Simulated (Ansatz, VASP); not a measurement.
Ge: VASP beside Ansatz

```xyz
3
Lattice="4.8275 0.0000 0.0000 -2.4137 4.1807 0.0000 0.0000 0.0000 2.8563" Properties=species:S:1:pos:R:3 pbc="T T T"
Ge    0.0000    0.0000    0.0000
Ge    0.0000    2.7871    1.4281
Ge    2.4137    1.3936    1.4281
```

Alike in both runs: functional PBE; k mesh 6 × 6 × 8; occupations gaussian, width 0.1 eV; no spin polarisation.

Ansatz relaxed the structure, and its values are those at the end. VASP's run is a single point on that final structure, the one shown.

```csv
,VASP,Ansatz
version,VASP 6.6.1,Ansatz 0.2.0
potentials or method,"VASP PAW PBE potentials, release 64 (Ge_d), cutoff 500 eV","scalar-relativistic, plane waves, PAW"
valence electrons in the cell,42,42
```

```tsv
	VASP	Ansatz	Ansatz less VASP
gap on the k mesh at the Fermi level (eV)	none	none	-
pressure (GPa)	0.3	0.4	+0.02
```

A gap of «none» marks a metal or a gap that the smearing closes.
